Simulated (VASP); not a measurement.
# C in VASP: notebook

C is run at these levels: PBE; tasks: single point.

Program: VASP 6.6.1. These are calculated values, not measurements. Logs are shortened: lines on timing, memory, paths and dates and some standing lists are left out, and cuts for length are marked.

## Step 1: The cell of the first run

The cell holds a slab with vacuum, 19 atoms: a = 7.398 Å, b = 7.398 Å, c = 11.000 Å, α = 90.00°, β = 90.00°, γ = 120.00°.

## Step 2: Single point, PBE, collinear spin

Input file INCAR:

```
PREC = Accurate
ENCUT = 520
EDIFF = 1E-6
ISMEAR = -1
SIGMA = 0.05
LREAL = Auto
LASPH = T
NELM = 150
ALGO = Normal
ISIF = 2
LWAVE = F
LCHARG = F
ISPIN = 2
MAGMOM = 0 0 0 0 0 0 0 0 0 0 0 0 0 0 0 0 0 0 0.15
LORBIT = 11
GGA = PE
NBANDS = 57
```

Input file KPOINTS:

```
regular mesh
0
Gamma
  2 2 1
```

Input file POSCAR:

```
C
1.0
    7.3980000000      0.0000000000      0.0000000000
   -3.6990000000      6.4068560000      0.0000000000
    0.0000000000      0.0000000000     11.0000000000
C
19
Direct
    0.0098466421      0.0109882289      0.0973636364
    0.2303338580      0.1132224604      0.1127090909
   -0.0076184151      0.3346415153      0.0915909091
    0.2116116158      0.4492843292      0.0936727273
    0.0073233909      0.6666608396      0.0904181818
    0.2255458164      0.7727190997      0.0814727273
    0.3348219321     -0.0038084202      0.0961636364
    0.5586129210      0.1093047823      0.0913818182
    0.3218414644      0.3339235344      0.1225727273
    0.5692782515      0.4557773735      0.0953272727
    0.3398660745      0.6627275531      0.0796000000
    0.5608348870      0.7752788575      0.0827090909
    0.6628810181     -0.0107072798      0.0934636364
    0.8878698929      0.1081809861      0.0962818182
    0.6665121083      0.3298341652      0.0780272727
    0.8852472666      0.4432439249      0.0855454545
    0.6786668873      0.6677690274      0.0714909091
    0.8939540073      0.7794462682      0.0820363636
    0.4770132850      0.3984169458      0.2236272727
```

Potentials or basis: VASP PAW PBE potentials, release 64 (C).

The run is started by

```
$ cat potpaw_PBE.64/C/POTCAR > POTCAR
$ mpirun -np 1 vasp_std > vasp.out
```

OUTCAR:

```text
PREC = Accurate
   ENCUT = 520
   EDIFF = 1E-6
   ISMEAR = -1
   LREAL = Auto
   LASPH = T
   NELM = 150
   ISIF = 2
   ISPIN = 2
   LORBIT = 11
   GGA = PE

 ion  position               nearest neighbor table
   1  0.010  0.011  0.097-  14 1.41   2 1.42  18 1.49
   2  0.230  0.113  0.113-   1 1.42   9 1.42   7 1.43
   3  0.992  0.335  0.092-  16 1.38   4 1.41  14 1.45
   4  0.212  0.449  0.094-  11 1.39   3 1.41   9 1.48
   5  0.007  0.667  0.090-   6 1.40  16 1.43  18 1.45
   6  0.226  0.773  0.081-   5 1.40  11 1.44   7 1.44
   7  0.335  0.996  0.096-   2 1.43   8 1.43   6 1.44
   8  0.559  0.109  0.091-  15 1.42   7 1.43  13 1.44
   9  0.322  0.334  0.123-   2 1.42   4 1.48  19 1.49  10 1.61
  10  0.569  0.456  0.095-  17 1.38  15 1.45  19 1.53   9 1.61
  11  0.340  0.663  0.080-   4 1.39  12 1.42   6 1.44
  12  0.561  0.775  0.083-  13 1.38  11 1.42  17 1.45
  13  0.663  0.989  0.093-  12 1.38   8 1.44  14 1.44
  14  0.888  0.108  0.096-   1 1.41  13 1.44   3 1.45
  15  0.667  0.330  0.078-  16 1.40   8 1.42  10 1.45
  16  0.885  0.443  0.086-   3 1.38  15 1.40   5 1.43
  17  0.679  0.668  0.071-  10 1.38  18 1.38  12 1.45
  18  0.894  0.779  0.082-  17 1.38   5 1.45   1 1.49
  19  0.477  0.398  0.224-   9 1.49  10 1.53

  LATTYP: Found a hexagonal cell.
 ALAT       =     7.3980000000
 C/A-ratio  =     1.4868883482

  Lattice vectors:

 A1 = (   7.3980000000,   0.0000000000,   0.0000000000)
 A2 = (  -3.6990000000,   6.4068560000,   0.0000000000)
 A3 = (   0.0000000000,   0.0000000000,  11.0000000000)

Analysis of symmetry for initial positions (statically):
=====================================================================
 Subroutine PRICEL returns:
 Original cell was already a primitive cell.

 Routine SETGRP: Setting up the symmetry group for a
 hexagonal supercell.

 Subroutine GETGRP returns: Found  1 space group operations
 (whereof  1 operations were pure point group operations)
 out of a pool of 24 trial point group operations.

The static configuration has the point symmetry C_1 .

Analysis of symmetry for dynamics (positions and initial velocities):
=====================================================================
 Subroutine PRICEL returns:
 Original cell was already a primitive cell.

 Routine SETGRP: Setting up the symmetry group for a
 hexagonal supercell.

 Subroutine GETGRP returns: Found  1 space group operations
 (whereof  1 operations were pure point group operations)
[... 168 lines left out ...]

 Free energy of the ion-electron system (eV)
  ---------------------------------------------------
  ext. energy  EPLUGINS =         0.00000000
  ---------------------------------------------------
  free energy    TOTEN  =      -167.36430301 eV

  energy without entropy =     -167.31870344  energy(sigma->0) =     -167.34150323

 E-fermi :  -1.8567     XC(G=0):  -4.1741

 val. band max:       -1.8800442141   @ k =   0.0000   0.0000   0.0000
 cond. band min:      -1.8283459120   @ k =   0.5000   0.5000   0.0000
 fundamental gap:      0.0516983021
 Fermi energy:        -1.8566777240

 spin component 1

 k-point     1 :       0.0000    0.0000    0.0000
  band No.  band energies     occupation
      1     -21.6999      1.00000
      2     -19.8729      1.00000
      3     -18.9900      1.00000
      4     -18.8755      1.00000
      5     -18.7551      1.00000
      6     -18.5855      1.00000
[... 201 lines left out ...]
     49       4.1944      0.00000
     50       4.4499      0.00000
 Fermi energy:        -1.8566777240

 spin component 2

 k-point     1 :       0.0000    0.0000    0.0000
  band No.  band energies     occupation
      1     -21.6752      1.00000
      2     -19.8355      1.00000
      3     -18.9843      1.00000
      4     -18.8734      1.00000
      5     -18.7479      1.00000
      6     -18.5795      1.00000
[... 201 lines left out ...]
     49       4.2016      0.00000
     50       4.4549      0.00000
 [bands above 50 left out]

------------------------ aborting loop because EDIFF is reached ----------------------------------------

  FORCE on cell =-STRESS in cart. coord.  units (eV):
  Direction    XX          YY          ZZ          XY          YZ          ZX
  --------------------------------------------------------------------------------------
  -------------------------------------------------------------------------------------
  Total        5.2522669      7.1619054     -0.1575914     -1.1191744      0.1728974      0.1182065
  in kB       16.1400693     22.0083351     -0.4842739     -3.4391917      0.5313089      0.3632452
  external PRESSURE =      12.5547101 kB  Pullay stress =       0.0000000 kB

 VOLUME and BASIS-vectors are now :
 -----------------------------------------------------------------------------
  energy-cutoff  :      520.00
  volume of cell :      521.38
      direct lattice vectors                 reciprocal lattice vectors
     7.398000000  0.000000000  0.000000000     0.135171668  0.078041398  0.000000000
    -3.699000000  6.406856000  0.000000000     0.000000000  0.156082796  0.000000000
     0.000000000  0.000000000 11.000000000     0.000000000  0.000000000  0.090909091

 POSITION                                       TOTAL-FORCE (eV/Angst)
 -----------------------------------------------------------------------------------
      0.03220      0.07040      1.07100         0.427223     -2.785466     -0.278856
      1.28520      0.72540      1.23980        -1.379492     -2.575929     -1.797895
      6.10380      2.14400      1.00750         1.442925     -1.069741      0.072658
     -0.09640      2.87850      1.03040         1.795710     -1.396918      0.108965
     -2.41180      4.27120      0.99460        -1.423815      0.065178     -1.094774
     -1.18970      4.95070      0.89620        -0.163104      1.274003      1.051647
[... 11 lines left out ...]
      3.73030      4.99380      0.90240         1.683260      1.616506      0.409173
      2.05520      2.55260      2.45990        -0.368000      0.827997      0.527710
 -----------------------------------------------------------------------------------
    total drift:                                0.007327      0.030950     -0.017260

  FREE ENERGIE OF THE ION-ELECTRON SYSTEM (eV)
  ---------------------------------------------------
  free  energy   TOTEN  =      -167.3643030136 eV

  energy  without entropy=     -167.3187034442  energy(sigma->0) =     -167.34150323

 total charge

# of ion       s       p       d       tot
------------------------------------------
    1        0.858   1.751   0.000   2.609
    2        0.861   1.773   0.000   2.634
    3        0.869   1.806   0.000   2.674
    4        0.868   1.781   0.000   2.649
    5        0.861   1.779   0.000   2.641
    6        0.862   1.778   0.000   2.639
[... 11 lines left out ...]
   18        0.859   1.746   0.000   2.605
   19        0.993   1.300   0.000   2.293
--------------------------------------------------
tot         16.502  33.453   0.000  49.955

 magnetization (x)

# of ion       s       p       d       tot
------------------------------------------
    1        0.000  -0.002   0.000  -0.002
    2        0.001   0.003   0.000   0.004
    3        0.000   0.002   0.000   0.002
    4        0.001   0.004   0.000   0.005
    5       -0.000  -0.001   0.000  -0.001
    6       -0.000   0.000   0.000   0.000
[... 11 lines left out ...]
   18        0.001   0.005   0.000   0.005
   19        0.006   0.088   0.000   0.094
--------------------------------------------------
tot          0.011   0.108   0.000   0.119
```

Wall time 6.7 min (1 thread of AMD EPYC 9R45 (Zen 5), shared host); peak memory 0.76 GiB.

Results:

```yaml
Free_energy: -167.3643 eV
Largest_force: 3.565 eV/Å
Net_moment: 0.23 μB per cell
Site_moments: C -0.00, +0.00, +0.01, +0.09 (each value once) μB
Valence_electrons_inside_the_program's_atomic_spheres: C 2.61, 2.63, 2.67, 2.65, 2.64, 2.62, 2.68, 2.66, 2.69, 2.60, 2.29 (each value once)
```

Forces in eV/Å, atoms in the order of the input:
```
C    0.427 -2.785 -0.279
C   -1.379 -2.576 -1.798
C    1.443 -1.070  0.073
C    1.796 -1.397  0.109
C   -1.424  0.065 -1.095
C   -0.163  1.274  1.052
C   -0.236  0.684 -0.037
C   -0.285 -0.497 -0.270
C    1.423  1.733  0.142
C   -0.126 -3.468  0.646
C   -1.977  0.516  0.321
C    0.697 -1.585 -0.332
C    1.043  3.119 -0.503
C   -0.754  0.805  0.004
C    0.514 -0.377  0.675
C   -0.170  0.404 -0.524
C   -2.144  2.710  0.880
C    1.683  1.617  0.409
C   -0.368  0.828  0.528
```

Caveat: the k points lie up to 0.49 Å⁻¹ apart.

## Step 3: Single point, PBE, collinear spin

Input file INCAR:

```
SYSTEM = C
  ALGO = Normal
  EDIFF = 1E-7
  ENCUT = 520
  GGA = PE
  ISIF = 2
  ISMEAR = -1
  ISPIN = 2
  LASPH = .True.
  LCHARG = .False.
  LORBIT = 11
  LREAL = Auto
  LWAVE = .False.
  MAGMOM = 0 0 0 0 0 0 0 0 0 0 0 0 0 0 0 0 0 0 0.15
  NBANDS = 57
  NELM = 150
  PREC = Accurate
  SIGMA = 0.05
```

Input file KPOINTS:

```
k-points
0
Gamma
  2 2 1
  0 0 0
```

Input file POSCAR:

```
C
1.0
    7.3980000000      0.0000000000      0.0000000000
   -3.6990000000      6.4068560000      0.0000000000
    0.0000000000      0.0000000000     11.0000000000
C
19
Direct
    0.0004516186     -0.0060716208      0.1024363636
    0.2205056659      0.1043257410      0.1083181818
    0.0034063196      0.3302243721      0.0950090909
    0.2231267808      0.4467401796      0.0943636364
   -0.0032072327      0.6646317632      0.0799727273
    0.2254818927      0.7741862779      0.0935727273
    0.3347040496     -0.0034494298      0.0977454545
    0.5545885371      0.1081497696      0.0904818182
    0.3400417961      0.3479397695      0.1255545455
    0.5546189966      0.4364074985      0.0829363636
    0.3367190867      0.6681124096      0.0778090909
    0.5571068995      0.7686609470      0.0753545455
    0.6686878182     -0.0004994649      0.0937363636
    0.8834984755      0.1105222281      0.1012909091
    0.6727079035      0.3319256746      0.0776363636
    0.8922121195      0.4443052880      0.0845000000
    0.6643398514      0.6695015465      0.0754181818
    0.8940911709      0.7862358698      0.0850090909
    0.4913611545      0.4150553719      0.2243090909
```

Potentials or basis: VASP PAW PBE potentials, release 64 (C).

The run is started by

```
$ cat potpaw_PBE.64/C/POTCAR > POTCAR
$ mpirun -np 1 vasp_std > vasp.out
```

It took 7.4 min on 1 thread of AMD EPYC 9R45 (Zen 5), shared host; peak memory 0.75 GiB.

It converged, with:

| Item | Value |
| --- | --- |
| Free energy | -167.1708 eV |
| Largest force | 4.984 eV/Å |
| Net moment | 0.00 μB per cell |
| Valence electrons inside the program's atomic spheres | C 2.67, 2.56, 2.65, 2.61, 2.63, 2.64, 2.68, 2.70, 2.66, 2.27 (each value once) |

Forces in eV/Å, atoms in the order of the input:
```
C   -1.119  3.636 -0.107
C    0.522  0.402  0.385
C   -1.104  1.334 -0.083
C   -1.455  1.156 -0.503
C    1.822  1.446  1.371
C   -1.986  0.312 -1.547
C   -1.644  0.385  0.115
C    1.617  0.968 -0.157
C   -0.158 -4.019 -0.932
C    1.431  3.238  0.539
C   -0.632 -2.221  0.839
C   -2.763  3.931  1.324
C   -0.662 -1.154 -0.839
C    2.576 -0.904  0.107
C   -0.375 -2.079  0.363
C   -0.022 -0.706 -0.913
C    3.824 -1.956  0.148
C   -0.341 -4.325 -0.575
C    0.470  0.554  0.465
```

Caveat: the k points lie up to 0.49 Å⁻¹ apart.
